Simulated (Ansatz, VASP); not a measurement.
Two plane-wave programs on CdAgBr3

```
Cd Ag Br
1.0
     4.17325    2.40942    3.71394
    -4.17325    2.40942    3.71394
     0.00000   -4.81885    3.71394
Cd Ag Br
1 1 3
Direct
  0.28300 0.28300 0.28300
  0.00886 0.00886 0.00886
  0.04861 0.55934 0.04861
  0.55934 0.04861 0.04861
  0.04861 0.04861 0.55934
```

Alike in both runs: functional PBE; k mesh 6 × 6 × 6; occupations gaussian, width 0.02 eV; no spin polarisation.

Ansatz relaxed the structure, and its values are those at the end. VASP's run is a single point on that final structure, the one shown.

|  | VASP | Ansatz |
| --- | --- | --- |
| version | VASP 6.6.1 | Ansatz 0.2.0 |
| potentials or method | VASP PAW PBE potentials, release 64 (Cd, Ag, Br), cutoff 520 eV | scalar-relativistic, plane waves, PAW |
| valence electrons in the cell | 44 | 60 |

|  | VASP | Ansatz | Ansatz less VASP |
| --- | --- | --- | --- |
| gap on the k mesh at the Fermi level (eV) | 1.13 | 1.14 | +0.001 |
| least direct gap on the mesh (eV) | 1.77 | 1.77 | +0.002 |
| pressure (GPa) | 0.1 | 0.0 | -0.08 |
| rms of the force components (eV/Å) | 0.022 | 0.002 | -0.0205 |

VASP's potentials hold 44 valence electrons a cell and Ansatz's 60, so a difference there can come from the potentials and not from the codes.
